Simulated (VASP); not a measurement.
A run of VASP 6.6.1 is set up as follows.

Contents of INCAR:

```
SYSTEM = Al2Si
PREC     = Accurate       ! precision mode
ENCUT    = 520            ! plane-wave cutoff, eV
EDIFF    = 1E-6           ! SCF threshold, eV
ISMEAR   = 0              ! smearing method
SIGMA    = 0.1            ! smearing width, eV
LREAL    = .FALSE.        ! projectors in reciprocal space
LASPH    = .TRUE.         ! aspherical terms in the spheres
NELM     = 60             ! most SCF steps
ALGO     = Normal         ! electronic algorithm
ISIF     = 2              ! what is computed and relaxed
LWAVE    = .FALSE.        ! write WAVECAR
LCHARG   = .FALSE.        ! write CHGCAR
GGA      = PE             ! functional
NBANDS   = 19             ! bands
```

KPOINTS

```
Automatic mesh
0
G
  6 6 2
  0 0 0
```

The input POSCAR:

```
Al2Si
1.0
    3.1404767037      0.0000000000      0.0000000000
    0.0000000000      3.1404767037      0.0000000000
    0.0000000000      0.0000000000      9.8384322693
Al Si
4 2
Direct
    0.0000000000      0.0000000000      0.8131599949
    0.0000000000      0.0000000000      0.1868400051
    0.0000000000      0.0000000000      0.5000000000
    0.5000000000      0.5000000000      0.0000000000
    0.5000000000      0.5000000000      0.3375342680
    0.5000000000      0.5000000000      0.6624657320
```

Potentials or basis: VASP PAW PBE potentials, release 64 (Al, Si).

Command:

```console
$ cat potpaw_PBE.64/Al/POTCAR potpaw_PBE.64/Si/POTCAR > POTCAR
$ mpirun -np 1 vasp_std > vasp.out
```

Question: Estimate the pressure.

Answer: -0.1 GPa.

Question: Estimate the band gap on the k mesh.

Answer: Zero (band 10 reaches 10.20 eV, above the bottom of band 11 at 5.87 eV).

Question: What does it give for the largest force?

Answer: 0.003 eV/Å.

Forces in eV/Å, atoms in the order of the input:
```
Al   0.000  0.000 -0.003
Al   0.000  0.000  0.003
Al   0.000  0.000  0.000
Al   0.000  0.000  0.000
Si   0.000  0.000 -0.003
Si   0.000  0.000  0.003
```
